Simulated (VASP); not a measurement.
Crystal: Ta.

```
Ta
1.0
    -1.65128    1.65128    1.65128
     1.65128   -1.65128    1.65128
     1.65128    1.65128   -1.65128
Ta
1
Direct
  0.00000 0.00000 0.00000
```

| Item | Value |
| --- | --- |
| Program | VASP 6.6.1 |
| Task | relaxation of cell and atoms |
| Functional | BLYP |
| Potentials or basis | VASP PAW PBE potentials, release 64 (Ta_pv) |
| Cutoff | 600 eV |
| k mesh | 11 × 11 × 11 |
| Occupations | fermi-dirac, width 0.05 eV |
| Spin | no spin polarisation |

At the start: pressure 10.0 GPa; volume 18.01 Å³/atom.

How do energy, volume and symmetry change on relaxing?

Over 4 steps the energy falls by 26.8 meV/atom and the volume is 18.91 Å³/atom (+5.0 %); space group Im-3m (No. 229, to 0.05 Å).

Step by step:
```
step  energy change (eV)  largest force (eV/Å)  pressure (GPa)  volume (Å³)
   1              0.0000                0.0000            9.97        18.01
   2              0.0918                0.0000          -15.88        21.09
   3             -0.0268                0.0000           -0.36        18.95
   4             -0.0268                0.0000           -0.02        18.91
```

Final structure:
```
Ta
1.0
    -1.67845    1.67845    1.67845
     1.67845   -1.67845    1.67845
     1.67845    1.67845   -1.67845
Ta
1
Direct
  0.00000 0.00000 0.00000
```

Caveat: the PAW data sets were made with another functional, which shifts forces and pressure a little.
